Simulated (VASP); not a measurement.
# Ta16C (a cell with a defect) in VASP: a series of runs, part 3 of 3

VASP 6.6.1.

## (5) Single point, PBE+D3(BJ)

Contents of INCAR:

```
PREC = Accurate
ENCUT = 520
EDIFF = 1E-6
ISMEAR = 0
SIGMA = 0.05
LREAL = Auto
LASPH = True
NELM = 100
ALGO = Normal
ISIF = 2
LWAVE = False
LCHARG = True
GGA = PE
IVDW = 12
LELF = True
LVHAR = True
NBANDS = 104
```

Contents of KPOINTS:

```
Automatic mesh
0
Gamma
  3 3 3
```

Contents of POSCAR:

```
Ta16C
1.0
    6.6200000000      0.0000000000      0.0000000000
    0.0000000000      6.6200000000      0.0000000000
    0.0000000000      0.0000000000      6.6200000000
Ta C
16 1
Direct
    0.0064255287     -0.0103554381     -0.0003320242
    0.5013445619      0.0033075529     -0.0003315710
    0.0064290030      0.4994648036     -0.0003318731
   -0.0147110272      0.0047397281      0.4996679758
    0.2475700906      0.2445530211      0.2509629909
    0.5013468278      0.4857978852     -0.0003315710
    0.5025255287     -0.0004030211      0.4996684290
    0.7530516616      0.2445531722      0.2467161631
   -0.0147070997      0.4843685801      0.4996682779
    0.2403767372      0.7445558912      0.2903078550
    0.2475697885      0.2445533233      0.7483735650
    0.5025255287      0.4895095166      0.4996685801
    0.7501779456      0.7445528701      0.2518682779
    0.7530510574      0.2445531722      0.7526202417
    0.2403761329      0.7445557402      0.7090288520
    0.7501773414      0.7445528701      0.7474685801
    0.3114880665      0.7445481873     -0.0003317221
```

Potentials or basis: VASP PAW PBE potentials, release 64 (Ta_pv, C).

Started as:

```
cat potpaw_PBE.64/Ta_pv/POTCAR potpaw_PBE.64/C/POTCAR > POTCAR
mpirun -np 1 vasp_std > vasp.out
```

OUTCAR:

```text
PREC = Accurate
   ENCUT = 520
   EDIFF = 1E-6
   ISMEAR = 0
   LREAL = Auto
   LASPH = True
   NELM = 100
   ISIF = 2
   GGA = PE
   IVDW = 12
 IVDW          = 12

 ion  position               nearest neighbor table
   1  0.006  0.990  1.000-  17 2.59  11 2.86   5 2.86  16 2.88  13 2.88   8 2.89  14 2.89  15 2.96
                            10 2.96   3 3.24   2 3.28   4 3.31   4 3.31   2 3.34   3 3.38
   2  0.501  0.003  1.000-  17 2.12  14 2.83   8 2.83   5 2.85  11 2.85  16 2.90  13 2.90  10 3.10
                            15 3.10   6 3.19   1 3.28   7 3.31   7 3.31   1 3.34   6 3.43
   3  0.006  0.499  1.000-  17 2.59  11 2.86   5 2.86  13 2.88  16 2.88   8 2.89  14 2.89  15 2.96
                            10 2.96   1 3.24   6 3.28   9 3.31   9 3.31   6 3.34   1 3.38
   4  0.985  0.005  0.500-   8 2.77  14 2.77  10 2.78  15 2.78  13 2.84  16 2.84   5 2.87  11 2.87
                             9 3.18   7 3.20   1 3.31   1 3.31   7 3.42   9 3.44
   5  0.248  0.245  0.251-   2 2.85   6 2.85   3 2.86   1 2.86   7 2.86  12 2.86   9 2.87   4 2.87
                             8 3.27  11 3.29  10 3.32  10 3.32  11 3.33   8 3.35
   6  0.501  0.486  1.000-  17 2.12  14 2.83   8 2.83   5 2.85  11 2.85  16 2.90  13 2.90  10 3.10
                            15 3.10   2 3.19   3 3.28  12 3.31  12 3.31   3 3.34   2 3.43
   7  0.503  1.000  0.500-  10 2.79  15 2.79  14 2.86   8 2.86   5 2.86  11 2.86  16 2.87  13 2.87
                             4 3.20  12 3.24   2 3.31   2 3.31  12 3.38   4 3.42
   8  0.753  0.245  0.247-   4 2.77   9 2.77   6 2.83   2 2.83   7 2.86  12 2.86   1 2.89   3 2.89
                            14 3.27   5 3.27  13 3.31  13 3.31   5 3.35  14 3.35
   9  0.985  0.484  0.500-   8 2.77  14 2.77  15 2.78  10 2.78  13 2.84  16 2.84  11 2.87   5 2.87
                             4 3.18  12 3.20   3 3.31   3 3.31  12 3.42   4 3.44
  10  0.240  0.745  0.290-  17 1.98  15 2.77   9 2.78   4 2.78   7 2.79  12 2.79   3 2.96   1 2.96
                             2 3.10   6 3.10  13 3.26   5 3.32   5 3.32  13 3.38
  11  0.248  0.245  0.748-   2 2.85   6 2.85   3 2.86   1 2.86  12 2.86   7 2.86   9 2.87   4 2.87
                            14 3.27   5 3.29  15 3.32  15 3.32   5 3.33  14 3.35
  12  0.503  0.490  0.500-  10 2.79  15 2.79  14 2.86   8 2.86  11 2.86   5 2.86  16 2.87  13 2.87
                             9 3.20   7 3.24   6 3.31   6 3.31   7 3.38   9 3.42
  13  0.750  0.745  0.252-   4 2.84   9 2.84  12 2.87   7 2.87   3 2.88   1 2.88   6 2.90   2 2.90
                            10 3.26  16 3.28   8 3.31   8 3.31  16 3.34  10 3.38
  14  0.753  0.245  0.753-   4 2.77   9 2.77   6 2.83   2 2.83  12 2.86   7 2.86   1 2.89   3 2.89
                             8 3.27  11 3.27  16 3.31  16 3.31  11 3.35   8 3.35
  15  0.240  0.745  0.709-  17 1.98  10 2.77   9 2.78   4 2.78   7 2.79  12 2.79   3 2.96   1 2.96
                             2 3.10   6 3.10  16 3.26  11 3.32  11 3.32  16 3.38
  16  0.750  0.745  0.747-   4 2.84   9 2.84  12 2.87   7 2.87   1 2.88   3 2.88   6 2.90   2 2.90
                            15 3.26  13 3.28  14 3.31  14 3.31  13 3.34  15 3.38
  17  0.311  0.745  1.000-  15 1.98  10 1.98   6 2.12   2 2.12   3 2.59   1 2.59

  LATTYP: Found a simple cubic cell.
 ALAT       =     6.6200000000

  Lattice vectors:

 A1 = (   6.6200000000,   0.0000000000,   0.0000000000)
 A2 = (   0.0000000000,   6.6200000000,   0.0000000000)
 A3 = (   0.0000000000,   0.0000000000,   6.6200000000)

Analysis of symmetry for initial positions (statically):
=====================================================================
 Subroutine PRICEL returns:
 Original cell was already a primitive cell.

 Routine SETGRP: Setting up the symmetry group for a
 simple cubic supercell.

 Subroutine GETGRP returns: Found  2 space group operations
 (whereof  1 operations were pure point group operations)
 out of a pool of 48 trial point group operations.

The static configuration has the point symmetry C_1 .
 The point group associated with its full space group is C_1h.

Analysis of symmetry for dynamics (positions and initial velocities):
=====================================================================
 Subroutine PRICEL returns:
[... 120 lines left out ...]
   LNONCOLLINEAR =      F non collinear calculations
   LSORBIT =      F    spin-orbit coupling
   LASPH  =      T    aspherical Exc in radial PAW
   ENCUT  =  520.0 eV  38.22 Ry    6.18 a.u.  12.31 12.31 12.31*2*pi/ulx,y,z
   NELM   =    100;   NELMIN=  2; NELMDL= -5     # of ELM steps
   EDIFF  = 0.1E-05   stopping-criterion for ELM
   LREAL  =      T    real-space projection
   EDIFFG = 0.1E-04   stopping-criterion for IOM
   NSW    =      0    number of steps for IOM
   IBRION =     -1    ionic relax: 0-MD 1-quasi-New 2-CG
   NFREE  =      0    steps in history (QN), initial steepest desc. (CG)
   ISIF   =      2    stress and relaxation
   ISYM   =      2    0-nonsym 1-usesym 2-fastsym
   POTIM  = 0.5000    time-step for ionic-motion
   TEBEG  =    0.0;   TEEND  =   0.0 temperature during run
   PSTRESS=    0.0 pullay stress
   NELECT =     180.0000    total number of electrons
   NUPDOWN=      -1.0000    fix difference up-down
   EMIN   =  10.00;   EMAX   =-10.00  energy-range for DOS
   EFERMI =   0.00;   METHOD = LEGACY
   ISMEAR =     0;   SIGMA  =   0.05  broadening in eV -4-tet -1-fermi 0-gaus
   EFERMI_NEDOS =   21; number of points for ismear=-14 and -15
   IALGO  =     38    algorithm
   IMIX   =      4    mixing-type and parameters
     AMIX     =   0.40;   BMIX     =  1.00
     AMIX_MAG =   1.60;   BMIX_MAG =  1.00
  volume/ion in A,a.u.               =      17.07       115.17
  Fermi-wavevector in a.u.,A,eV,Ry     =   1.396286  2.638598 26.526112  1.949614
  Thomas-Fermi vector in A             =   2.519655
   LORBIT       =      0    0 simple, 1 ext, 2 COOP (PROOUT), +10 PAW based schemes
   GGA     = PE    functional components
   LHFCALC =     F    Hartree Fock is set to
   AEXX    =    0.0000 exact exchange contribution
   IVDW    =    12    specifies the selected vdW correction
   LEPSILON=     F    determine dielectric tensor
   LRPA    =     F    only Hartree local field effects (RPA)
 non-spin polarized calculation
 Gauss-broadening in eV      SIGMA  =   0.05
  energy-cutoff  :      520.00
  volume of cell :      290.12
 maximum number of plane-waves:      7820
 NGX is ok and might be reduce to    50
   NGX = 25   NGY = 25   NGZ = 25

 number of electron     179.9999994 magnetization

 Free energy of the ion-electron system (eV)
  ---------------------------------------------------
  ext. energy  EPLUGINS =         0.00000000
  ---------------------------------------------------
  free energy    TOTEN  =      -197.66723162 eV

  energy without entropy =     -197.63598029  energy(sigma->0) =     -197.65160596

 E-fermi :   5.6718     XC(G=0): -12.6915

 val. band max:        5.6623613740   @ k =   0.0000   0.3333   0.0000
 cond. band min:       5.7003073162   @ k =  -0.3333   0.3333   0.0000
 fundamental gap:      0.0379459422
 Fermi energy:         5.6718067786

 k-point     1 :       0.0000    0.0000    0.0000
  band No.  band energies     occupation
      1     -28.7284      2.00000
      2     -28.6027      2.00000
      3     -28.5950      2.00000
      4     -28.5755      2.00000
      5     -28.5667      2.00000
      6     -28.5606      2.00000
[... 1039 lines left out ...]
    101       8.4925      0.00000
    102       8.5430      0.00000
 [bands above 102 left out]

------------------------ aborting loop because EDIFF is reached ----------------------------------------

 Edisp (eV)  -10.94174

 E8    (eV) :    -5.6825

  FORCE on cell =-STRESS in cart. coord.  units (eV):
  Direction    XX          YY          ZZ          XY          YZ          ZX
  --------------------------------------------------------------------------------------
  -------------------------------------------------------------------------------------
  Total      -2.09013     1.45651    12.88583    -0.00186     0.00000     0.00000
  in kB     -11.54279     8.04361    71.16212    -0.01029     0.00000     0.00000
  external pressure =       22.55 kB  Pullay stress =        0.00 kB

 VOLUME and BASIS-vectors are now :
 -----------------------------------------------------------------------------
  energy-cutoff  :      520.00
  volume of cell :      290.12
      direct lattice vectors                 reciprocal lattice vectors
     6.620000000  0.000000000  0.000000000     0.151057402  0.000000000  0.000000000
     0.000000000  6.620000000  0.000000000     0.000000000  0.151057402  0.000000000
     0.000000000  0.000000000  6.620000000     0.000000000  0.000000000  0.151057402

 POSITION                                       TOTAL-FORCE (eV/Angst)
 -----------------------------------------------------------------------------------
      0.04254      6.55145      6.61780         0.241549     -0.151636      0.000000
      3.31890      0.02190      6.61780        -0.053988     -0.334405      0.000000
      0.04256      3.30646      6.61780         0.241224      0.151642      0.000000
      6.52261      0.03138      3.30780        -0.037582      0.120175      0.000000
      1.63891      1.61894      1.66137         0.077304      0.000175      0.011890
      3.31892      3.21598      6.61780        -0.054255      0.330626      0.000000
[... 9 lines left out ...]
      4.96617      4.92894      4.94824         0.129991      0.001178      0.006647
      2.06205      4.92891      6.61780        -1.263479      0.007003      0.000000
 -----------------------------------------------------------------------------------
    total drift:                               -0.010466      0.007306     -0.000508

  FREE ENERGIE OF THE ION-ELECTRON SYSTEM (eV)
  ---------------------------------------------------
  free  energy   TOTEN  =      -208.6089670510 eV

  energy  without entropy=     -208.5777157189  energy(sigma->0) =     -208.59334138
```

Run time: 5.4 min. Hardware: 1 thread of Intel Xeon 6975P-C (Granite Rapids), shared host; peak memory 0.46 GiB.

Results:

- Free energy: -208.6090 eV
- Pressure: 2.3 GPa
- Largest force: 1.263 eV/Å
- Band gap on the k mesh: zero (bands 90 and 91 overlap by 1.37 eV)
- Dispersion energy per atom: -0.644 eV

Forces on the atoms (eV/Å):
```
Ta   0.242 -0.152  0.000
Ta  -0.054 -0.334  0.000
Ta   0.241  0.152  0.000
Ta  -0.038  0.120  0.000
Ta   0.077  0.000  0.012
Ta  -0.054  0.331  0.000
Ta   0.160  0.100  0.000
Ta   0.009  0.000 -0.169
Ta  -0.038 -0.123  0.000
Ta   0.107 -0.001  0.378
Ta   0.077  0.000 -0.012
Ta   0.159 -0.101  0.000
Ta   0.130  0.001 -0.007
Ta   0.009  0.000  0.169
Ta   0.107 -0.001 -0.378
Ta   0.130  0.001  0.007
C   -1.263  0.007  0.000
```

Caveat: spin-orbit coupling is left out, which moves the levels of the heavy elements.

## (6) The runs side by side

```tsv
cell	gap on the mesh (eV)	pressure (GPa)	largest force (eV/Å)
as given, atomic positions A	none	2.4	0.76
as given, atomic positions B	none	2.3	1.07
as given, atomic positions C	none	2.2	1.24
as given, atomic positions D	none	2.3	1.26
```

Alike in all rows: task single point; level PBE+D3(BJ); potentials or basis VASP PAW PBE potentials, release 64 (Ta_pv, C); no spin polarisation; k mesh 3 × 3 × 3; cutoff (eV) 520; smearing gaussian 0.05 eV.

Caveats: spin-orbit coupling is left out, which moves the levels of the heavy elements.

Total energies depend on the potentials used, so only differences within one code and one set of settings carry meaning.
